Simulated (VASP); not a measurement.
A run of VASP 6.6.1 is set up as follows.

File INCAR:

```
SYSTEM = MgO
ALGO = Normal ; EDIFF = 1E-6
ENCUT = 520 ; GGA = PE
ISIF = 2 ; ISMEAR = 0
LASPH = .True. ; LCHARG = .False.
LREAL = .False. ; LWAVE = .False.
NBANDS = 11 ; NELM = 100
PREC = Accurate ; SIGMA = 0.01
```

The input KPOINTS:

```
k-points
0
Gamma
  6 6 6
  0 0 0
```

POSCAR

```
MgO
1.0
    2.6233491265      0.0000000000      0.0000000000
    0.0000000000      2.6233491265      0.0000000000
    0.0000000000      0.0000000000      2.6233491265
Mg O
1 1
Direct
    0.0000000000      0.0000000000      0.0000000000
    0.5000000000      0.5000000000      0.5000000000
```

Potentials or basis: VASP PAW PBE potentials, release 64 (Mg, O).

Run with:

```console
$ cat potpaw_PBE.64/Mg/POTCAR potpaw_PBE.64/O/POTCAR > POTCAR
$ mpirun -np 1 vasp_std > vasp.out
```

Estimate the band gap on the k mesh.

2.62 eV, indirect (least direct gap 3.64 eV).

Predict the pressure.

5.5 GPa.

A k mesh can miss the band edges.
